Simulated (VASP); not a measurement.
Write the native input for VASP 6.6.1 that does the following.

| Quantity | Value |
| --- | --- |
| Task | single point |
| Functional | PBEsol |
| Potentials or basis | VASP PAW PBE potentials, release 64 (Rh_pv) |
| Cutoff | 520 eV |
| k mesh | 12 × 12 × 7 |
| Occupations | gaussian, width 0.1 eV |
| Spin | no spin polarisation |
| Dipole correction | no |
| Further INCAR settings | ALGO = Normal; EDIFF = 1e-07; NBANDS = 22 |

The structure of Rh lies in POSCAR:

```
Rh
1.0
    2.7309790400      0.0000000000      0.0000000000
   -1.3654895200      2.3650972300      0.0000000000
    0.0000000000      0.0000000000      4.4284890000
Rh
2
Direct
    0.6666666667      0.3333333333      0.7500000000
    0.3333333333      0.6666666667      0.2500000000
```

One way to write it, as run:

INCAR

```
SYSTEM = Rh
ALGO = Normal ; EDIFF = 1E-7
ENCUT = 520 ; GGA = PS
ISIF = 2 ; ISMEAR = 0
LASPH = .TRUE. ; LCHARG = .FALSE.
LREAL = .FALSE. ; LWAVE = .FALSE.
NBANDS = 22 ; NELM = 80
PREC = Accurate ; SIGMA = 0.1
```

KPOINTS

```
k-points
0
G
  12 12 7
  0 0 0
```

Potentials or basis: VASP PAW PBE potentials, release 64 (Rh_pv).

Command:

```bash
$ cat potpaw_PBE.64/Rh_pv/POTCAR > POTCAR
$ mpirun -np 1 vasp_std > vasp.out
```

Results of the run:

```yaml
Pressure: -13.8 GPa
Band_gap_on_the_k_mesh: zero (band 15 reaches 11.71 eV, above the bottom of band 16 at 9.44 eV)
```

Caveat: the PAW data sets were made with another functional, which shifts forces and pressure a little.

Run time: 54 s on 1 thread of Intel Xeon 8259CL (shared host), peak memory 0.13 GiB.
